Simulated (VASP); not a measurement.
**Au: single point with PBEsol**

The system is Au.

```xyz
2
Lattice="3.3718 0.0000 0.0000 0.0000 3.3718 0.0000 0.0000 0.0000 3.1643" Properties=species:S:1:pos:R:3 pbc="T T T"
Au    0.0000    0.0000    0.0000
Au    1.6859    1.6859    1.5822
```

This cell differs from its parent crystal: biaxial strain in the a-b plane: +4.0 %.

```
Program             : VASP 6.6.1
Task                : single point
Functional          : PBEsol
Potentials or basis : VASP PAW PBE potentials, release 64 (Au)
Cutoff              : 520 eV
k mesh              : 16 × 16 × 16
Occupations         : gaussian, width 0.1 eV
Spin                : no spin polarisation
```

```yaml
Pressure: -8.0 GPa
Band_gap_on_the_k_mesh: zero (bands 11 and 12 overlap by 5.09 eV)
```

Stress tensor (GPa, compression positive):
```
-7.79  0.00  0.00
 0.00 -7.79  0.00
 0.00  0.00 -8.45
```

Levels at points of the mesh, in eV from the Fermi level:
```tsv
k point	band 9	band 10	band 11	band 12	band 13	band 14
(0.00, 0.00, 0.00)	-1.78	-1.78	-1.65	5.60	5.60	7.43
(0.50, 0.00, 0.00)	-3.20	-3.20	-2.13	-2.13	12.38	12.38
(0.50, 0.50, 0.00)	-1.45	-1.45	-0.71	-0.71	2.91	2.91
(0.00, 0.00, 0.50)	-3.36	-3.36	-1.39	-1.39	11.73	11.73
(0.50, 0.00, 0.50)	-1.38	-1.38	-0.34	-0.34	3.42	3.42
(0.50, 0.50, 0.50)	-2.46	-2.46	2.75	2.75	6.58	6.58
```

Run time: 3.2 min on 1 thread of Intel Xeon 8259CL (shared host), peak memory 0.32 GiB.

Caveat: the cell differs from its parent crystal (biaxial strain in the a-b plane: +4.0 %); the cell stands under tension; the PAW data sets were made with another functional, which shifts forces and pressure a little; spin-orbit coupling is left out, which moves the levels of the heavy elements.
